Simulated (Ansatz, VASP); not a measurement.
# Ge: VASP beside Ansatz

The input INCAR:

```
ALGO = Normal ; EDIFF = 1E-6
ENCUT = 520 ; GGA = PE
ISIF = 2 ; ISMEAR = 0
LASPH = True ; LCHARG = False
LREAL = False ; LWAVE = False
NBANDS = 21 ; NELM = 100
PREC = Accurate ; SIGMA = 0.15
```

File KPOINTS:

```
k-points
0
Gamma
  14 14 14
```

Contents of POSCAR:

```
Ge
1.0
    0.0000000000      2.7580507500      2.6873315000
    2.7580507500      0.0000000000      2.6873315000
    2.7580507500      2.7580507500      0.0000000000
Ge
2
Direct
    0.5000000000      0.5000000000      0.5000000000
    0.7500000000      0.7500000000      0.7500000000
```

Input for Ansatz:

```yaml
crystal:
  lattice:
    - [0.0, 2.75805075, 2.6873315]
    - [2.75805075, 0.0, 2.6873315]
    - [2.75805075, 2.75805075, 0.0]
  atoms:
    - { symbol: Ge, position: [0.5, 0.5, 0.5] }
    - { symbol: Ge, position: [0.75, 0.75, 0.75] }
basis:
  ecutwfc: 420
kpoints:
  mp_grid: { grid: [14, 14, 14] }
hamiltonian:
  xc: pbe
scf:
  occupations: { method: gaussian, width: 0.15 }
output:
  forces: true
  stress: true
  eigenvalues: true
```

Change from the starting cell: strain -0.025 along x and y, -0.050 along z, atoms carried along.

Alike in both runs: task single point; functional PBE; k mesh 14 × 14 × 14; occupations gaussian, width 0.15 eV; no spin polarisation.

|  | VASP | Ansatz |
| --- | --- | --- |
| version | VASP 6.6.1 | Ansatz 0.2.0 |
| potentials or method | VASP PAW PBE potentials, release 64 (Ge_d), cutoff 520 eV | scalar-relativistic, plane waves, PAW |
| valence electrons in the cell | 28 | 28 |

VASP gave:

- gap on the k mesh at the Fermi level (eV): 0.11
- least direct gap on the mesh (eV): 0.86
- pressure (GPa): 13.3
- traceless stress, the component that is largest in VASP (GPa): 1.19

**Question.** Estimate Ansatz's values.

**Answer.** gap on the k mesh at the Fermi level (eV): 0.10; least direct gap on the mesh (eV): 0.85; pressure (GPa): 13.4; traceless stress, the component that is largest in VASP (GPa): 1.19.
